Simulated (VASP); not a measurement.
# RbBr (Fm-3m) in VASP: notebook

RbBr is run at these levels: PBEsol, PBE+D4, r2SCAN+rVV10, r2SCAN; tasks: single point, relaxation of cell and atoms.

Everything below comes from runs of VASP 6.6.1. Logs are shortened: lines on timing, memory, paths and dates and some standing lists are left out, and cuts for length are marked.

## 1. The cell of the first run

It takes space group Fm-3m (No. 225, cubic). The conventional cell has a = 6.850 Å, b = 6.850 Å, c = 6.850 Å, α = 90.00°, β = 90.00°, γ = 90.00°. Rb (site symmetry m-3m) has 6 Br at 3.42 Å within 4.5 Å. Within 4.5 Å of Br (site symmetry m-3m) lie 6 Rb at 3.42 Å.

## 2. Single point, PBEsol

Input file INCAR:

```
SYSTEM = RbBr
  PREC = Accurate
  ENCUT = 520
  EDIFF = 1E-7
  ISMEAR = 1
  SIGMA = 0.05
  LREAL = .False.
  LASPH = .True.
  NELM = 60
  ALGO = Normal
  ISIF = 2
  LWAVE = .False.
  LCHARG = .False.
  GGA = PS
  NBANDS = 15
```

Input file KPOINTS:

```
regular mesh
0
Gamma
  6 6 6
  0 0 0
```

Input file POSCAR:

```
RbBr
1.0
    0.0000000000      3.4249266889      3.4249266889
    3.4249266889      0.0000000000      3.4249266889
    3.4249266889      3.4249266889      0.0000000000
Rb Br
1 1
Direct
    0.0000000000      0.0000000000      0.0000000000
    0.5000000000      0.5000000000      0.5000000000
```

Potentials or basis: VASP PAW PBE potentials, release 64 (Rb_sv, Br).

Started as:

```
cat potpaw_PBE.64/Rb_sv/POTCAR potpaw_PBE.64/Br/POTCAR > POTCAR
mpirun -np 1 vasp_std > vasp.out
```

OUTCAR:

```text
SYSTEM = RbBr
   PREC = Accurate
   ENCUT = 520
   EDIFF = 1E-7
   ISMEAR = 1
   LREAL = .False.
   LASPH = .True.
   NELM = 60
   ISIF = 2
   GGA = PS

 ion  position               nearest neighbor table
   1  0.000  0.000  0.000-   2 3.42   2 3.42   2 3.42   2 3.42   2 3.42   2 3.42
   2  0.500  0.500  0.500-   1 3.42   1 3.42   1 3.42   1 3.42   1 3.42   1 3.42

  LATTYP: Found a face centered cubic cell.
 ALAT       =     6.8498533778

  Lattice vectors:

 A1 = (   0.0000000000,   3.4249266889,   3.4249266889)
 A2 = (   3.4249266889,   0.0000000000,   3.4249266889)
 A3 = (   3.4249266889,   3.4249266889,   0.0000000000)

Analysis of symmetry for initial positions (statically):
=====================================================================
 Subroutine PRICEL returns:
 Original cell was already a primitive cell.

 Routine SETGRP: Setting up the symmetry group for a
 face centered cubic supercell.

 Subroutine GETGRP returns: Found 48 space group operations
 (whereof 48 operations were pure point group operations)
 out of a pool of 48 trial point group operations.

The static configuration has the point symmetry O_h .

Analysis of symmetry for dynamics (positions and initial velocities):
=====================================================================
 Subroutine PRICEL returns:
 Original cell was already a primitive cell.

 Routine SETGRP: Setting up the symmetry group for a
 face centered cubic supercell.

 Subroutine GETGRP returns: Found 48 space group operations
 (whereof 48 operations were pure point group operations)
 out of a pool of 48 trial point group operations.

The dynamic configuration has the point symmetry O_h .

 Subroutine INISYM returns: Found 48 space group operations
 (whereof 48 operations are pure point group operations),
 and found     1 'primitive' translations

----------------------------------------------------------------------------------------

                                     Primitive cell

  volume of cell :      80.3496

  direct lattice vectors                    reciprocal lattice vectors
     0.000000000  3.424926689  3.424926689    -0.145988526  0.145988526  0.145988526
     3.424926689  0.000000000  3.424926689     0.145988526 -0.145988526  0.145988526
     3.424926689  3.424926689  0.000000000     0.145988526  0.145988526 -0.145988526

  length of vectors
     4.843577774  4.843577774  4.843577774     0.252859545  0.252859545  0.252859545

  position of ions in fractional coordinates (direct lattice)
     0.000000000  0.000000000  0.000000000
     0.500000000  0.500000000  0.500000000

  ion indices of the primitive-cell ions
   primitive index   ion index
                 1           1
                 2           2

----------------------------------------------------------------------------------------

 KPOINTS: regular mesh

Automatic generation of k-mesh.
 Grid dimensions read from file:
 generate k-points for:    6    6    6

 Generating k-lattice:

  Cartesian coordinates                     Fractional coordinates (reciprocal lattice)
    -0.024331421  0.024331421  0.024331421     0.166666667  0.000000000  0.000000000
     0.024331421 -0.024331421  0.024331421     0.000000000  0.166666667  0.000000000
     0.024331421  0.024331421 -0.024331421     0.000000000  0.000000000  0.166666667

  Length of vectors
     0.042143257  0.042143257  0.042143257

  Shift w.r.t. Gamma in fractional coordinates (k-lattice)
     0.000000000  0.000000000  0.000000000

 Subroutine IBZKPT returns following result:
 ===========================================

 Found     16 irreducible k-points:

 Following reciprocal coordinates:
            Coordinates               Weight
  0.000000  0.000000  0.000000      1.000000
  0.166667  0.000000  0.000000      8.000000
  0.333333  0.000000  0.000000      8.000000
  0.500000  0.000000  0.000000      4.000000
  0.166667  0.166667  0.000000      6.000000
  0.333333  0.166667  0.000000     24.000000
[... 8 lines left out ...]
 -0.333333  0.333333  0.166667     24.000000
 -0.333333  0.500000  0.166667     12.000000
   k-points           NKPTS =     16   k-points in BZ     NKDIM =     16   number of bands    NBANDS=     15
   number of dos      NEDOS =    301   number of ions     NIONS =      2
   total plane-waves  NPLWV =  46656
   dimension x,y,z NGX =    36 NGY =   36 NGZ =   36
   dimension x,y,z NGXF=    72 NGYF=   72 NGZF=   72
   ions per type =               1   1
   NGX,Y,Z   is equivalent  to a cutoff of  12.36, 12.36, 12.36 a.u.
   NGXF,Y,Z  is equivalent  to a cutoff of  24.71, 24.71, 24.71 a.u.
 SYSTEM =  RbBr
   PREC   = accura    normal or accurate (medium, high low for compatibility)
   ISTART =      0    job   : 0-new  1-cont  2-samecut
   ICHARG =      2    charge: 1-file 2-atom 10-const
   ISPIN  =      1    spin polarized calculation?
   LNONCOLLINEAR =      F non collinear calculations
   LSORBIT =      F    spin-orbit coupling
   LASPH  =      T    aspherical Exc in radial PAW
   ENCUT  =  520.0 eV  38.22 Ry    6.18 a.u.   9.01  9.01  9.01*2*pi/ulx,y,z
   NELM   =     60;   NELMIN=  2; NELMDL= -5     # of ELM steps
   EDIFF  = 0.1E-06   stopping-criterion for ELM
   LREAL  =      F    real-space projection
   EDIFFG = 0.1E-05   stopping-criterion for IOM
   NSW    =      0    number of steps for IOM
   IBRION =     -1    ionic relax: 0-MD 1-quasi-New 2-CG
   NFREE  =      0    steps in history (QN), initial steepest desc. (CG)
   ISIF   =      2    stress and relaxation
   ISYM   =      2    0-nonsym 1-usesym 2-fastsym
   POTIM  = 0.5000    time-step for ionic-motion
   TEBEG  =    0.0;   TEEND  =   0.0 temperature during run
   PSTRESS=    0.0 pullay stress
   NELECT =      16.0000    total number of electrons
   NUPDOWN=      -1.0000    fix difference up-down
   EMIN   =  10.00;   EMAX   =-10.00  energy-range for DOS
   EFERMI =   0.00;   METHOD = LEGACY
   ISMEAR =     1;   SIGMA  =   0.05  broadening in eV -4-tet -1-fermi 0-gaus
   EFERMI_NEDOS =   21; number of points for ismear=-14 and -15
   IALGO  =     38    algorithm
   IMIX   =      4    mixing-type and parameters
     AMIX     =   0.40;   BMIX     =  1.00
     AMIX_MAG =   1.60;   BMIX_MAG =  1.00
  volume/ion in A,a.u.               =      40.17       271.11
  Fermi-wavevector in a.u.,A,eV,Ry     =   0.955990  1.806560 12.434605  0.913918
  Thomas-Fermi vector in A             =   2.084878
   LORBIT       =      0    0 simple, 1 ext, 2 COOP (PROOUT), +10 PAW based schemes
   GGA     = PS    functional components
   LHFCALC =     F    Hartree Fock is set to
   AEXX    =    0.0000 exact exchange contribution
   IVDW    =     0    specifies the selected vdW correction
   LEPSILON=     F    determine dielectric tensor
   LRPA    =     F    only Hartree local field effects (RPA)
 non-spin polarized calculation
 Methfessel and Paxton  Order N= 1 SIGMA  =   0.05
  energy-cutoff  :      520.00
  volume of cell :       80.35
 maximum number of plane-waves:      2200
   NGX = 17   NGY = 17   NGZ = 17

 number of electron      15.9999999 magnetization

 Free energy of the ion-electron system (eV)
  ---------------------------------------------------
  ext. energy  EPLUGINS =         0.00000000
  ---------------------------------------------------
  free energy    TOTEN  =        -6.35532876 eV

  energy without entropy =       -6.35550276  energy(sigma->0) =       -6.35538676

 E-fermi :  -1.8076     XC(G=0):  -7.4128

 val. band max:       -1.8387669022   @ k =   0.0000   0.0000   0.0000
 cond. band min:       2.3773745673   @ k =   0.0000   0.0000   0.0000
 fundamental gap:      4.2161414694
 Fermi energy:        -1.8075532061

 k-point     1 :       0.0000    0.0000    0.0000
  band No.  band energies     occupation
      1     -26.1896      2.00000
      2     -14.0339      2.00000
      3     -10.2774      2.00000
      4     -10.2774      2.00000
      5     -10.2774      2.00000
      6      -1.8388      1.86123
      7      -1.8388      1.86122
      8      -1.8388      1.86122
      9       2.3774      0.00000
     10       5.3621      0.00000
     11       5.3621      0.00000
     12       5.3621      0.00000
     13       6.2545      0.00000
     14       6.2545      0.00000
     15       8.9708      0.00000

 k-point     2 :       0.1667    0.0000    0.0000
  band No.  band energies     occupation
      1     -26.1872      2.00000
      2     -14.0446      2.00000
      3     -10.2794      2.00000
      4     -10.2794      2.00000
      5     -10.2658      2.00000
      6      -2.1553      2.00000
      7      -1.9366      2.00160
      8      -1.9366      2.00160
      9       3.0278      0.00000
     10       5.2154      0.00000
     11       5.6933      0.00000
     12       5.6933      0.00000
     13       6.6656      0.00000
     14       6.6656      0.00000
     15       9.9884      0.00000

 k-point     3 :       0.3333    0.0000    0.0000
  band No.  band energies     occupation
      1     -26.1823      2.00000
      2     -14.0657      2.00000
      3     -10.2833      2.00000
      4     -10.2833      2.00000
      5     -10.2427      2.00000
      6      -2.6514      2.00000
      7      -2.1192      2.00000
      8      -2.1192      2.00000
      9       4.2788      0.00000
     10       5.3642      0.00000
     11       6.6159      0.00000
     12       6.6159      0.00000
     13       7.6892      0.00000
     14       7.6892      0.00000
     15       9.6953      0.00000
[... 199 lines left out ...]
 k-point    15 :      -0.3333    0.3333    0.1667
  band No.  band energies     occupation
      1     -26.1777      2.00000
      2     -14.0247      2.00000
      3     -10.3795      2.00000
      4     -10.3711      2.00000
      5     -10.2598      2.00000
      6      -2.5009      2.00000
      7      -2.1991      2.00000
      8      -2.1758      2.00000
      9       5.0779      0.00000
     10       5.3038      0.00000
     11       6.6252      0.00000
     12       6.8837      0.00000
     13       8.3326      0.00000
     14       9.0056      0.00000
     15       9.0989      0.00000

 k-point    16 :      -0.3333    0.5000    0.1667
  band No.  band energies     occupation
      1     -26.1770      2.00000
      2     -14.0001      2.00000
      3     -10.4388      2.00000
      4     -10.3812      2.00000
      5     -10.2827      2.00000
      6      -2.2676      2.00000
      7      -2.2638      2.00000
      8      -2.1096      2.00000
      9       4.3620      0.00000
     10       5.9312      0.00000
     11       6.0372      0.00000
     12       7.0283      0.00000
     13       8.1001      0.00000
     14       9.0236      0.00000
     15       9.4443      0.00000

------------------------ aborting loop because EDIFF is reached ----------------------------------------

  FORCE on cell =-STRESS in cart. coord.  units (eV):
  Direction    XX          YY          ZZ          XY          YZ          ZX
  --------------------------------------------------------------------------------------
  -------------------------------------------------------------------------------------
  Total        0.0023899      0.0023899      0.0023899      0.0000000      0.0000000      0.0000000
  in kB        0.0476539      0.0476539      0.0476539      0.0000000      0.0000000      0.0000000
  external PRESSURE =       0.0476539 kB  Pullay stress =       0.0000000 kB

 VOLUME and BASIS-vectors are now :
 -----------------------------------------------------------------------------
  energy-cutoff  :      520.00
  volume of cell :       80.35
      direct lattice vectors                 reciprocal lattice vectors
     0.000000000  3.424926689  3.424926689    -0.145988526  0.145988526  0.145988526
     3.424926689  0.000000000  3.424926689     0.145988526 -0.145988526  0.145988526
     3.424926689  3.424926689  0.000000000     0.145988526  0.145988526 -0.145988526

 POSITION                                       TOTAL-FORCE (eV/Angst)
 -----------------------------------------------------------------------------------
      0.00000      0.00000      0.00000        -0.000000     -0.000000     -0.000000
      3.42493      3.42493      3.42493         0.000000      0.000000      0.000000
 -----------------------------------------------------------------------------------
    total drift:                                0.000000      0.000000      0.000000

  FREE ENERGIE OF THE ION-ELECTRON SYSTEM (eV)
  ---------------------------------------------------
  free  energy   TOTEN  =        -6.3553287585 eV

  energy  without entropy=       -6.3555027551  energy(sigma->0) =       -6.35538676
```

It took 10 s on 1 thread of Intel Xeon 6975P-C (Granite Rapids), shared host; peak memory 0.2 GiB.

What came out:

```yaml
Free_energy: -6.3553 eV
Pressure: 0.0 GPa
Band_gap_on_the_k_mesh: 4.22 eV
```

Levels at points of the mesh, in eV from the valence-band top:
```tsv
k point	band 5	band 6	band 7	band 8	band 9	band 10	band 11	band 12
(0.00, 0.00, 0.00)	-8.44	0.00	0.00	0.00	4.22	7.20	7.20	7.20
(0.50, 0.00, 0.00)	-8.39	-1.02	-0.37	-0.37	6.67	7.62	9.44	9.44
(0.50, 0.50, 0.00)	-8.51	-0.49	-0.16	-0.16	5.49	7.02	9.06	9.15
```

Caveat: the PAW data sets were made with another functional, which shifts forces and pressure a little.

## 3. Single point, PBE+D4

This run uses another cell than the first one, of 41.53 Å³/atom.

Input file INCAR:

```
SYSTEM = RbBr
PREC = Accurate
ENCUT = 520
EDIFF = 1E-6
ISMEAR = 1
SIGMA = 0.05
LREAL = .FALSE.
LASPH = .TRUE.
NELM = 60
ALGO = Normal
ISIF = 2
LWAVE = .FALSE.
LCHARG = .FALSE.
GGA = PE
IVDW = 13
NBANDS = 15
```

Input file KPOINTS:

```
regular mesh
0
G
  6 6 6
  0 0 0
```

Input file POSCAR:

```
RbBr
1.0
    0.0000000000      3.4631228040      3.4631228040
    3.4631228040      0.0000000000      3.4631228040
    3.4631228040      3.4631228040      0.0000000000
Rb Br
1 1
Direct
    0.0000000000      0.0000000000      0.0000000000
    0.5000000000      0.5000000000      0.5000000000
```

Potentials or basis: VASP PAW PBE potentials, release 64 (Rb_sv, Br).

Started as:

```
cat potpaw_PBE.64/Rb_sv/POTCAR potpaw_PBE.64/Br/POTCAR > POTCAR
mpirun -np 1 vasp_std > vasp.out
```

OUTCAR:

```text
SYSTEM = RbBr
   PREC = Accurate
   ENCUT = 520
   EDIFF = 1E-6
   ISMEAR = 1
   LREAL = .FALSE.
   LASPH = .TRUE.
   NELM = 60
   ISIF = 2
   GGA = PE
   IVDW = 13

 ion  position               nearest neighbor table
   1  0.000  0.000  0.000-   2 3.46   2 3.46   2 3.46   2 3.46   2 3.46   2 3.46
   2  0.500  0.500  0.500-   1 3.46   1 3.46   1 3.46   1 3.46   1 3.46   1 3.46

  LATTYP: Found a face centered cubic cell.
 ALAT       =     6.9262456080

  Lattice vectors:

 A1 = (   0.0000000000,   3.4631228040,   3.4631228040)
 A2 = (   3.4631228040,   0.0000000000,   3.4631228040)
 A3 = (   3.4631228040,   3.4631228040,   0.0000000000)

Analysis of symmetry for initial positions (statically):
=====================================================================
 Subroutine PRICEL returns:
 Original cell was already a primitive cell.

 Routine SETGRP: Setting up the symmetry group for a
 face centered cubic supercell.

 Subroutine GETGRP returns: Found 48 space group operations
 (whereof 48 operations were pure point group operations)
 out of a pool of 48 trial point group operations.

The static configuration has the point symmetry O_h .

Analysis of symmetry for dynamics (positions and initial velocities):
[... 167 lines left out ...]
      9       2.4149      0.00000
     10       5.4007      0.00000
     11       5.4007      0.00000
     12       5.4007      0.00000
     13       6.2674      0.00000
     14       6.2674      0.00000
[... 257 lines left out ...]
      2     -13.9876      2.00000
      3     -10.5603      2.00000
      4     -10.5118      2.00000
      5     -10.4288      2.00000
      6      -2.2774      2.00000
      7      -2.2578      2.00000
      8      -2.1264      2.00000
      9       4.4421      0.00000
     10       5.8648      0.00000
     11       6.0394      0.00000
     12       6.9480      0.00000
     13       8.0127      0.00000
     14       8.8677      0.00000
     15       9.3082      0.00000

------------------------ aborting loop because EDIFF is reached ----------------------------------------

  DFT-D4 for vdW energy calculation

  Edisp (eV):   -0.23000

  FORCE on cell =-STRESS in cart. coord.  units (eV):
  Direction    XX          YY          ZZ          XY          YZ          ZX
  --------------------------------------------------------------------------------------
  -------------------------------------------------------------------------------------
  Total       0.01789     0.01789     0.01789     0.00000    -0.00000    -0.00000
  in kB       0.34511     0.34511     0.34511     0.00000    -0.00000    -0.00000
  external pressure =        0.35 kB  Pullay stress =        0.00 kB

 VOLUME and BASIS-vectors are now :
 -----------------------------------------------------------------------------
  energy-cutoff  :      520.00
  volume of cell :       83.07
      direct lattice vectors                 reciprocal lattice vectors
     0.000000000  3.463122804  3.463122804    -0.144378363  0.144378363  0.144378363
     3.463122804  0.000000000  3.463122804     0.144378363 -0.144378363  0.144378363
     3.463122804  3.463122804  0.000000000     0.144378363  0.144378363 -0.144378363

 POSITION                                       TOTAL-FORCE (eV/Angst)
 -----------------------------------------------------------------------------------
      0.00000      0.00000      0.00000        -0.000000      0.000000      0.000000
      3.46312      3.46312      3.46312         0.000000     -0.000000     -0.000000
 -----------------------------------------------------------------------------------
    total drift:                                0.000000      0.000000      0.000000

  FREE ENERGIE OF THE ION-ELECTRON SYSTEM (eV)
  ---------------------------------------------------
  free  energy   TOTEN  =        -6.3397950603 eV

  energy  without entropy=       -6.3400381583  energy(sigma->0) =       -6.33987609
```

OSZICAR:

```text
N       E                     dE             d eps       ncg     rms          rms(c)
DAV:   1     0.809983611547E+02    0.80998E+02   -0.66204E+03   480   0.905E+02
DAV:   2    -0.362161133710E+00   -0.81361E+02   -0.74340E+02   667   0.161E+02
DAV:   3    -0.614730436571E+01   -0.57851E+01   -0.57534E+01   634   0.440E+01
DAV:   4    -0.633510856982E+01   -0.18780E+00   -0.18775E+00   691   0.726E+00
DAV:   5    -0.633636135109E+01   -0.12528E-02   -0.12528E-02   641   0.619E-01    0.276E+00
DAV:   6    -0.611433992455E+01    0.22202E+00   -0.27016E-01   585   0.235E+00    0.181E+00
DAV:   7    -0.609680535371E+01    0.17535E-01   -0.12547E-01   634   0.171E+00    0.934E-01
DAV:   8    -0.610895206472E+01   -0.12147E-01   -0.14540E-02   524   0.699E-01    0.112E-01
DAV:   9    -0.610934029521E+01   -0.38823E-03   -0.66247E-04   642   0.131E-01    0.704E-02
DAV:  10    -0.610978681286E+01   -0.44652E-03   -0.59262E-04   508   0.133E-01    0.282E-02
DAV:  11    -0.610978702762E+01   -0.21477E-06   -0.32591E-05   621   0.292E-02    0.729E-03
DAV:  12    -0.610979336273E+01   -0.63351E-05   -0.94989E-06   508   0.185E-02    0.150E-03
DAV:  13    -0.610979365328E+01   -0.29056E-06   -0.38760E-07   492   0.353E-03
   1 F= -.63397951E+01 E0= -.63398761E+01  d E =0.243098E-03
```

stdout:

```text
POSCAR found type information on POSCAR RbBr
 POSCAR found :  2 types and       2 ions
 scaLAPACK will be used
 LDA part: xc-table for (Slater+PW92), standard interpolation
 POSCAR, INCAR and KPOINTS ok, starting setup
 FFT: planning ... GRIDC
 FFT: planning ... GRID_SOFT
 FFT: planning ... GRID
 WAVECAR not read
 entering main loop
```

Run time: 11 s. Hardware: 1 thread of Intel Xeon 6975P-C (Granite Rapids), shared host; peak memory 0.2 GiB.

Results:

```yaml
Free_energy: -6.3398 eV
Pressure: 0.0 GPa
Band_gap_on_the_k_mesh: 4.28 eV
Dispersion_energy_per_atom: -0.115 eV
```

(Part 1 of 2 ends here.)
